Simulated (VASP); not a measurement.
# CuAu (P4/mmm) in VASP: a series of runs

CuAu is run at these levels: PBE; tasks: electric field gradients.

All numbers are computed with VASP 6.6.1; they aren't measurements. Logs are shortened: lines on timing, memory, paths and dates and some standing lists are left out, and cuts for length are marked.

## (1) The cell of the first run

Symmetry: P4/mmm, No. 123, tetragonal system. The conventional cell has a = 2.743 Å, b = 2.743 Å, c = 3.596 Å, α = 90.00°, β = 90.00°, γ = 90.00°. Within 3.5 Å of Cu (site symmetry 4/mmm) lie 8 Au at 2.64 Å and 4 Cu at 2.74 Å. Within 3.5 Å of Au (site symmetry 4/mmm) lie 8 Cu at 2.64 Å and 4 Au at 2.74 Å.

## (2) Electric field gradients, PBE (volume scaled by 0.9405)

The input, INCAR:

```
SYSTEM = CuAu
ALGO     = Normal         ! electronic algorithm
EDIFF    = 1E-8           ! SCF threshold, eV
ENCUT    = 520            ! plane-wave cutoff, eV
GGA      = PE             ! functional
ISIF     = 2              ! what is computed and relaxed
ISMEAR   = -1             ! smearing method
LASPH    = .TRUE.         ! aspherical terms in the spheres
LCHARG   = .FALSE.        ! write CHGCAR
LEFG     = .TRUE.       
LREAL    = .FALSE.        ! projectors in reciprocal space
LWAVE    = .FALSE.        ! write WAVECAR
NBANDS   = 18             ! bands
NELM     = 60             ! most SCF steps
PREC     = Accurate       ! precision mode
SIGMA    = 0.05           ! smearing width, eV
```

The input, KPOINTS:

```
k-points
0
G
  13 13 10
  0 0 0
```

The input, POSCAR:

```
CuAu
1.0
    2.7433273375      0.0000000000      0.0000000000
    0.0000000000      2.7433273375      0.0000000000
    0.0000000000      0.0000000000      3.5957183317
Cu Au
1 1
Direct
    0.5000000000      0.5000000000      0.5000000000
    0.0000000000      0.0000000000      0.0000000000
```

Potentials or basis: VASP PAW PBE potentials, release 64 (Cu, Au).

Launch:

```console
cat potpaw_PBE.64/Cu/POTCAR potpaw_PBE.64/Au/POTCAR > POTCAR
mpirun -np 1 vasp_std > vasp.out
```

OUTCAR:

```text
SYSTEM = CuAu
   EDIFF = 1E-8
   ENCUT = 520
   GGA = PE
   ISIF = 2
   ISMEAR = -1
   LASPH = .TRUE.
   LREAL = .FALSE.
   NELM = 60
   PREC = Accurate

 ion  position               nearest neighbor table
   1  0.500  0.500  0.500-   2 2.64   2 2.64   2 2.64   2 2.64   2 2.64   2 2.64   2 2.64   2 2.64

   2  0.000  0.000  0.000-   1 2.64   1 2.64   1 2.64   1 2.64   1 2.64   1 2.64   1 2.64   1 2.64

  LATTYP: Found a simple tetragonal cell.
 ALAT       =     2.7433273375
 C/A-ratio  =     1.3107142857

  Lattice vectors:

 A1 = (   2.7433273375,   0.0000000000,   0.0000000000)
 A2 = (   0.0000000000,   2.7433273375,   0.0000000000)
 A3 = (   0.0000000000,   0.0000000000,   3.5957183317)

Analysis of symmetry for initial positions (statically):
=====================================================================
 Subroutine PRICEL returns:
 Original cell was already a primitive cell.

 Routine SETGRP: Setting up the symmetry group for a
 simple tetragonal supercell.

 Subroutine GETGRP returns: Found 16 space group operations
 (whereof 16 operations were pure point group operations)
 out of a pool of 16 trial point group operations.

The static configuration has the point symmetry D_4h.

Analysis of symmetry for dynamics (positions and initial velocities):
=====================================================================
 Subroutine PRICEL returns:
 Original cell was already a primitive cell.

 Routine SETGRP: Setting up the symmetry group for a
 simple tetragonal supercell.

 Subroutine GETGRP returns: Found 16 space group operations
 (whereof 16 operations were pure point group operations)
 out of a pool of 16 trial point group operations.

The dynamic configuration has the point symmetry D_4h.

 Subroutine INISYM returns: Found 16 space group operations
 (whereof 16 operations are pure point group operations),
 and found     1 'primitive' translations

----------------------------------------------------------------------------------------

                                     Primitive cell

  volume of cell :      27.0608

  direct lattice vectors                    reciprocal lattice vectors
     2.743327337  0.000000000  0.000000000     0.364520845  0.000000000  0.000000000
     0.000000000  2.743327337  0.000000000     0.000000000  0.364520845  0.000000000
     0.000000000  0.000000000  3.595718332     0.000000000  0.000000000  0.278108547
[... 115 lines left out ...]
 non-spin polarized calculation
  energy-cutoff  :      520.00
  volume of cell :       27.06
 maximum number of plane-waves:       742
   NGX = 11   NGY = 11   NGZ = 13

 number of electron      21.9999973 magnetization

 Free energy of the ion-electron system (eV)
  ---------------------------------------------------
  ext. energy  EPLUGINS =         0.00000000
  ---------------------------------------------------
  free energy    TOTEN  =        -6.90354281 eV

  energy without entropy =       -6.89910825  energy(sigma->0) =       -6.90132553

 E-fermi :   9.8882     XC(G=0): -13.0999

 val. band max:        9.8816929391   @ k =   0.4615   0.1538   0.4000
 cond. band min:       9.8914783708   @ k =   0.4615   0.0769   0.4000
 fundamental gap:      0.0097854317
 Fermi energy:         9.8882302165

 k-point     1 :       0.0000    0.0000    0.0000
  band No.  band energies     occupation
      1      -0.6188      2.00000
      2       2.6361      2.00000
      3       2.8075      2.00000
      4       5.4923      2.00000
      5       5.4923      2.00000
      6       6.6887      2.00000
[... 481 lines left out ...]
      5       5.6728      2.00000
      6       6.8863      2.00000
[... 10 lines left out ...]
     17      23.5318      0.00000
     18      23.7088      0.00000

 [... further k-points ...]
[... 5 lines left out ...]
  --------------------------------------------------------------------------------------
  -------------------------------------------------------------------------------------
  Total        3.2945511      3.2945511      3.1914408      0.0000000      0.0000000      0.0000000
  in kB      195.0589607    195.0589607    188.9541532      0.0000000      0.0000000      0.0000000
  external PRESSURE =     193.0240249 kB  Pullay stress =       0.0000000 kB

 VOLUME and BASIS-vectors are now :
 -----------------------------------------------------------------------------
  energy-cutoff  :      520.00
  volume of cell :       27.06
      direct lattice vectors                 reciprocal lattice vectors
     2.743327337  0.000000000  0.000000000     0.364520845  0.000000000  0.000000000
     0.000000000  2.743327337  0.000000000     0.000000000  0.364520845  0.000000000
     0.000000000  0.000000000  3.595718332     0.000000000  0.000000000  0.278108547

 POSITION                                       TOTAL-FORCE (eV/Angst)
 -----------------------------------------------------------------------------------
      1.37166      1.37166      1.79786         0.000000      0.000000      0.000000
      0.00000      0.00000      0.00000         0.000000      0.000000      0.000000
 -----------------------------------------------------------------------------------
    total drift:                               -0.000000      0.000000      0.000000

  FREE ENERGIE OF THE ION-ELECTRON SYSTEM (eV)
  ---------------------------------------------------
  free  energy   TOTEN  =        -6.9035428077 eV

  energy  without entropy=       -6.8991082479  energy(sigma->0) =       -6.90132553

 Electric field gradients (V/A^2)
---------------------------------------------------------------------
 ion       V_xx      V_yy      V_zz      V_xy      V_xz      V_yz
---------------------------------------------------------------------
   1       7.663     7.663   -15.327    -0.000    -0.000    -0.000
   2     -47.300   -47.300    94.600    -0.000     0.000     0.000
---------------------------------------------------------------------

 Electric field gradients after diagonalization (V/A^2)
 (convention: |V_zz| > |V_xx| > |V_yy|)
----------------------------------------------------------------------
 ion       V_xx      V_yy      V_zz     asymmetry (V_yy - V_xx)/ V_zz
----------------------------------------------------------------------
   1       7.663     7.663   -15.327       0.000
   2     -47.300   -47.300    94.600       0.000
----------------------------------------------------------------------

           NMR quadrupolar parameters

 Cq : quadrupolar parameter    Cq=e*Q*V_zz/h
 eta: asymmetry parameters     (V_yy - V_xx)/ V_zz
 Q  : nuclear electric quadrupole moment in mb (millibarn)
----------------------------------------------------------------------
 ion       Cq(MHz)       eta       Q (mb)
----------------------------------------------------------------------
   1      -0.037       0.000       1.000
   2       0.229       0.000       1.000
----------------------------------------------------------------------
```

OSZICAR:

```text
N       E                     dE             d eps       ncg     rms          rms(c)
DAV:   1     0.129562767902E+03    0.12956E+03   -0.11109E+04  6608   0.177E+03
DAV:   2    -0.255726652459E+01   -0.13212E+03   -0.12414E+03  6128   0.299E+02
DAV:   3    -0.782741879414E+01   -0.52702E+01   -0.51340E+01  7022   0.698E+01
DAV:   4    -0.790082536029E+01   -0.73407E-01   -0.73353E-01  7596   0.686E+00
DAV:   5    -0.790261273242E+01   -0.17874E-02   -0.17873E-02  7784   0.110E+00    0.134E+01
DAV:   6    -0.726781928498E+01    0.63479E+00   -0.58144E+00  6562   0.670E+01    0.581E+00
DAV:   7    -0.701046654385E+01    0.25735E+00   -0.27383E+00  7352   0.726E+01    0.686E+00
DAV:   8    -0.691022636659E+01    0.10024E+00   -0.33870E-01  7334   0.153E+01    0.292E+00
DAV:   9    -0.690425572359E+01    0.59706E-02   -0.13403E-02  8960   0.139E+00    0.220E-01
DAV:  10    -0.690357565623E+01    0.68007E-03   -0.45671E-03  6644   0.198E+00    0.644E-02
DAV:  11    -0.690354407733E+01    0.31579E-04   -0.32875E-04  9322   0.484E-01    0.123E-02
DAV:  12    -0.690354293030E+01    0.11470E-05   -0.34291E-06  8206   0.171E-02    0.270E-03
DAV:  13    -0.690354273470E+01    0.19561E-06   -0.15617E-07  7346   0.402E-03    0.204E-03
DAV:  14    -0.690354282414E+01   -0.89445E-07   -0.65722E-08  6308   0.831E-03    0.428E-04
DAV:  15    -0.690354280629E+01    0.17853E-07   -0.53386E-09  3580   0.223E-03    0.640E-05
DAV:  16    -0.690354280774E+01   -0.14484E-08   -0.15924E-09  3354   0.360E-04
   1 F= -.69035428E+01 E0= -.69013255E+01  d E =-.443456E-02
```

stdout:

```text
POSCAR found type information on POSCAR CuAu
 POSCAR found :  2 types and       2 ions
 scaLAPACK will be used
 LDA part: xc-table for (Slater+PW92), standard interpolation
 POSCAR, INCAR and KPOINTS ok, starting setup
 FFT: planning ... GRIDC
 FFT: planning ... GRID_SOFT
 FFT: planning ... GRID
 WAVECAR not read
 entering main loop
ion   1

ion   2
```

Run time: 49 s. Hardware: 1 thread of Intel Xeon 6975P-C, shared host; peak memory 0.2 GiB.

What came out:

- Free energy: -6.9035 eV
- Pressure: 19.3 GPa
- Band gap on the k mesh: zero (band 11 reaches 14.58 eV, above the bottom of band 12 at 7.74 eV)

Levels at points of the mesh, in eV from the Fermi level:
```csv
k point,band 9,band 10,band 11,band 12,band 13,band 14
"(0.00, 0.00, 0.00)",-1.80,-1.54,-1.54,1.99,8.71,10.30
"(0.00, 0.00, 0.50)",-2.58,-2.54,-2.54,-2.15,14.62,15.12
```

Electric field gradients, principal values (V/Å²):
```tsv
atom	least	middle	greatest (by size)
1 Cu	7.663	7.663	-15.327
2 Au	-47.300	-47.300	94.600
```

Caveat: the cell differs from its parent crystal (volume scaled by 0.9405); without QUAD_EFG the Cq values of the log hold for a quadrupole moment of 1 mb, not for the nuclei; spin-orbit coupling is left out, which moves the levels of the heavy elements.

## (3) Electric field gradients, PBE

This run uses another cell than the first one, of 14.39 Å³/atom, 1.063 times its volume.

The input, INCAR:

```
ALGO = Normal ; EDIFF = 1E-8
ENCUT = 520 ; GGA = PE
ISIF = 2 ; ISMEAR = -1
LASPH = True ; LCHARG = False
LEFG = True ; LREAL = False
LWAVE = False ; NBANDS = 18
NELM = 100 ; PREC = Accurate
SIGMA = 0.05
```

The input, KPOINTS:

```
k-points
0
Gamma
  13 13 10
```

The input, POSCAR:

```
CuAu
1.0
    2.8000000000      0.0000000000      0.0000000000
    0.0000000000      2.8000000000      0.0000000000
    0.0000000000      0.0000000000      3.6700000000
Cu Au
1 1
Direct
    0.5000000000      0.5000000000      0.5000000000
    0.0000000000      0.0000000000      0.0000000000
```

Potentials or basis: VASP PAW PBE potentials, release 64 (Cu, Au).

Launch:

```console
cat potpaw_PBE.64/Cu/POTCAR potpaw_PBE.64/Au/POTCAR > POTCAR
mpirun -np 1 vasp_std > vasp.out
```

OUTCAR:

```text
EDIFF = 1E-8
   ENCUT = 520
   GGA = PE
   ISIF = 2
   ISMEAR = -1
   LASPH = True
   LREAL = False
   NELM = 100
   PREC = Accurate

 ion  position               nearest neighbor table
   1  0.500  0.500  0.500-   2 2.70   2 2.70   2 2.70   2 2.70   2 2.70   2 2.70   2 2.70   2 2.70

   2  0.000  0.000  0.000-   1 2.70   1 2.70   1 2.70   1 2.70   1 2.70   1 2.70   1 2.70   1 2.70

  LATTYP: Found a simple tetragonal cell.
 ALAT       =     2.8000000000
 C/A-ratio  =     1.3107142857

  Lattice vectors:

 A1 = (   2.8000000000,   0.0000000000,   0.0000000000)
[... 717 lines left out ...]
  ---------------------------------------------------
  free  energy   TOTEN  =        -7.0393120510 eV

  energy  without entropy=       -7.0350851360  energy(sigma->0) =       -7.03719859

 Electric field gradients (V/A^2)
---------------------------------------------------------------------
 ion       V_xx      V_yy      V_zz      V_xy      V_xz      V_yz
---------------------------------------------------------------------
   1       6.987     6.987   -13.973     0.000     0.000    -0.000
   2     -39.312   -39.312    78.623    -0.000     0.000     0.000
---------------------------------------------------------------------

 Electric field gradients after diagonalization (V/A^2)
 (convention: |V_zz| > |V_xx| > |V_yy|)
----------------------------------------------------------------------
 ion       V_xx      V_yy      V_zz     asymmetry (V_yy - V_xx)/ V_zz
----------------------------------------------------------------------
   1       6.987     6.987   -13.973       0.000
   2     -39.312   -39.312    78.623       0.000
----------------------------------------------------------------------

           NMR quadrupolar parameters

 Cq : quadrupolar parameter    Cq=e*Q*V_zz/h
 eta: asymmetry parameters     (V_yy - V_xx)/ V_zz
 Q  : nuclear electric quadrupole moment in mb (millibarn)
----------------------------------------------------------------------
 ion       Cq(MHz)       eta       Q (mb)
----------------------------------------------------------------------
   1      -0.034       0.000       1.000
   2       0.190       0.000       1.000
----------------------------------------------------------------------
```

Wall time 54 s (1 thread of Intel Xeon 6975P-C, shared host); peak memory 0.22 GiB.

Results:

```
Free energy            : -7.0393 eV
Pressure               : 6.6 GPa
Band gap on the k mesh : zero (band 11 reaches 13.39 eV, above the bottom of band 12 at 6.92 eV)
```

Stress tensor (GPa, compression positive):
```
6.58 0.00 0.00
0.00 6.58 0.00
0.00 0.00 6.75
```

Levels at points of the mesh, in eV from the Fermi level:
| k point | band 8 | band 9 | band 10 | band 11 | band 12 | band 13 | band 14 | band 15 |
| --- | --- | --- | --- | --- | --- | --- | --- | --- |
| (0.00, 0.00, 0.00) | -2.19 | -1.74 | -1.51 | -1.51 | 2.05 | 8.10 | 10.03 | 10.03 |
| (0.00, 0.00, 0.50) | -2.82 | -2.41 | -2.38 | -2.38 | -2.03 | 14.36 | 14.63 | 14.63 |

Electric field gradients, principal values (V/Å²):
```csv
atom,least,middle,greatest (by size)
1 Cu,6.987,6.987,-13.973
2 Au,-39.312,-39.312,78.623
```

Caveat: without QUAD_EFG the Cq values of the log hold for a quadrupole moment of 1 mb, not for the nuclei; spin-orbit coupling is left out, which moves the levels of the heavy elements.

[end of part 1 of 3]
